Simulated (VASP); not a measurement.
Write the native input for VASP 6.6.1 that does the following.

```yaml
Task: single point
Functional: r2SCAN
Potentials_or_basis: VASP PAW PBE potentials, release 64 (Sr_sv)
Cutoff: 520 eV
k_mesh: 12 × 12 × 6
Occupations: gaussian, width 0.1 eV
Spin: no spin polarisation
Dipole_correction: no
Further_INCAR_settings: ALGO = Normal; EDIFF = 1e-06; NBANDS = 17
```

Sr:

```
CELL_PARAMETERS angstrom
4.30263 0.00000 0.00000
-2.15132 3.72619 0.00000
0.00000 0.00000 7.12150
ATOMIC_POSITIONS crystal
Sr 0.33333 0.66667 0.25000
Sr 0.66667 0.33333 0.75000
```

This isn't the form of Sr at room conditions, which is fcc.

The input as run:

POSCAR

```
Sr
1.0
    4.3026311490      0.0000000000      0.0000000000
   -2.1513155745      3.7261878782      0.0000000000
    0.0000000000      0.0000000000      7.1214985069
Sr
2
Direct
    0.3333333333      0.6666666667      0.2500000000
    0.6666666667      0.3333333333      0.7500000000
```

INCAR.step1

```
SYSTEM = Sr
  PREC = Accurate
  ENCUT = 520
  ISMEAR = 0
  SIGMA = 0.1
  LREAL = .False.
  LASPH = .True.
  NELM = 100
  NBANDS = 17
  GGA = PE
  ALGO = Normal
  EDIFF = 1E-4
  LWAVE = .True.
  LCHARG = .False.
```

INCAR.step2

```
SYSTEM = Sr
  PREC = Accurate
  ENCUT = 520
  EDIFF = 1E-6
  ISMEAR = 0
  SIGMA = 0.1
  LREAL = .False.
  LASPH = .True.
  NELM = 100
  ALGO = Normal
  ISIF = 2
  LWAVE = .False.
  LCHARG = .False.
  METAGGA = R2SCAN
  LMIXTAU = .True.
  NBANDS = 17
  ISTART = 1
```

KPOINTS

```
regular mesh
0
Gamma
  12 12 6
  0 0 0
```

Potentials or basis: VASP PAW PBE potentials, release 64 (Sr_sv).

Command:

```sh
$ cat potpaw_PBE.64/Sr_sv/POTCAR > POTCAR
$ cp INCAR.step1 INCAR
$ mpirun -np 1 vasp_std > vasp.out
$ cp INCAR.step2 INCAR
$ mpirun -np 1 vasp_std > vasp.out
```

It gave:

```json
{"Pressure": "0.0 GPa", "Band gap on the k mesh": "zero (bands 10 and 11 overlap by 0.38 eV)"}
```

Caveat: the PAW data sets were made with another functional, which shifts forces and pressure a little.

Run time: 4.5 min on 1 thread of Intel(R) Xeon(R) Platinum 8488C (Sapphire Rapids) (shared host), peak memory 0.32 GiB.
